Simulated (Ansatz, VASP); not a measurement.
InAs3 in VASP and in Ansatz

The input INCAR:

```
PREC     = Accurate       # precision mode
ENCUT    = 520            # plane-wave cutoff, eV
EDIFF    = 1E-6           # SCF threshold, eV
ISMEAR   = 0              # smearing method
SIGMA    = 0.1            # smearing width, eV
LREAL    = F              # projectors in reciprocal space
LASPH    = T              # aspherical terms in the spheres
NELM     = 80             # most SCF steps
ALGO     = Normal         # electronic algorithm
ISIF     = 2              # what is computed and relaxed
LWAVE    = F              # write WAVECAR
LCHARG   = T              # write CHGCAR
GGA      = PE             # functional
LELF     = T              # ELF
LVHAR    = T            
NBANDS   = 22             # bands
```

File KPOINTS:

```
regular mesh
0
Gamma
  10 10 10
```

Contents of POSCAR:

```
InAs3
1.0
    0.0000000000      3.6292100151      3.6292100151
    3.6292100151      0.0000000000      3.6292100151
    3.6292100151      3.6292100151      0.0000000000
In As
1 3
Direct
    0.0000000000      0.0000000000      0.0000000000
    0.2500000000      0.2500000000      0.2500000000
    0.7500000000      0.7500000000      0.7500000000
    0.5000000000      0.5000000000      0.5000000000
```

Input for Ansatz:

```yaml
crystal:
  lattice:
    - [0.0, 3.6292100151, 3.6292100151]
    - [3.6292100151, 0.0, 3.6292100151]
    - [3.6292100151, 3.6292100151, 0.0]
  atoms:
    - { symbol: In, position: [0.0, 0.0, 0.0] }
    - { symbol: As, position: [0.25, 0.25, 0.25] }
    - { symbol: As, position: [0.75, 0.75, 0.75] }
    - { symbol: As, position: [0.5, 0.5, 0.5] }
basis:
  ecutwfc: 420
kpoints:
  mp_grid: { grid: [10, 10, 10] }
hamiltonian:
  xc: pbe
scf:
  occupations: { method: gaussian, width: 0.1 }
output:
  forces: true
  stress: true
  eigenvalues: true
```

Alike in both runs: task single point; functional PBE; k mesh 10 × 10 × 10; occupations gaussian, width 0.1 eV; no spin polarisation.

|  | VASP | Ansatz |
| --- | --- | --- |
| version | VASP 6.6.1 | Ansatz 0.2.0 |
| potentials or method | VASP PAW PBE potentials, release 64 (In_d, As), cutoff 520 eV | scalar-relativistic, plane waves, PAW |
| valence electrons in the cell | 28 | 58 |

|  | VASP | Ansatz | Ansatz less VASP |
| --- | --- | --- | --- |
| gap on the k mesh at the Fermi level (eV) | none | none | - |
| pressure (GPa) | -7.0 | -7.0 | +0.01 |

A gap of «none» marks a metal or a gap that the smearing closes. VASP's potentials hold 28 valence electrons a cell and Ansatz's 58, so a difference there can come from the potentials and not from the codes.
